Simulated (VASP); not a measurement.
Runs of VASP 6.6.1 on NaCuH4. The structure is that of space group P4/mmm (No. 123), or close to it. The cells are those of the table. 

| task | cell | k mesh | cutoff (eV) | gap on the mesh (eV) | pressure (GPa) | largest force (eV/Å) |
| --- | --- | --- | --- | --- | --- | --- |
| single point | a = 3.157, b = 3.157, c = 5.038 Å, 6 atoms | 12 × 12 × 8 | 520 | none | 0.2 | - |
| single point | a = 4.039, b = 4.039, c = 5.712 Å, 6 atoms | 4 × 4 × 4 | 520 | none | (a) | (b) |
| relaxation of cell and atoms | relaxed from a = 4.039, b = 4.039, c = 5.712 Å, 6 atoms | 4 × 4 × 4 | 600 | none | -0.1 | - |
| relaxation of cell and atoms | relaxed from a = 3.181, b = 3.181, c = 4.984 Å, 6 atoms | 6 × 6 × 4 | 600 | none | 0.5 | 0.04 |
| single point | a = 3.169, b = 3.169, c = 5.039 Å, 6 atoms | 6 × 6 × 4 | 520 | none | -0.2 | 0.03 |
| single point | a = 3.181, b = 3.181, c = 4.984 Å, 6 atoms | 4 × 4 × 4 | 520 | none | 0.2 | 0.01 |

Alike in all rows: level PBE; potentials or basis VASP PAW PBE potentials, release 64 (Na_pv, Cu, H); no spin polarisation; smearing gaussian 0.1 eV.

Question: Fill in the values left out.

Answer: (a) -10.5; (b) 0.68.

Caveats: some runs use coarse meshes; the relaxation stopped at its first step, so nothing moved (some runs).

A gap of «none» marks levels without a gap at the run's occupations.
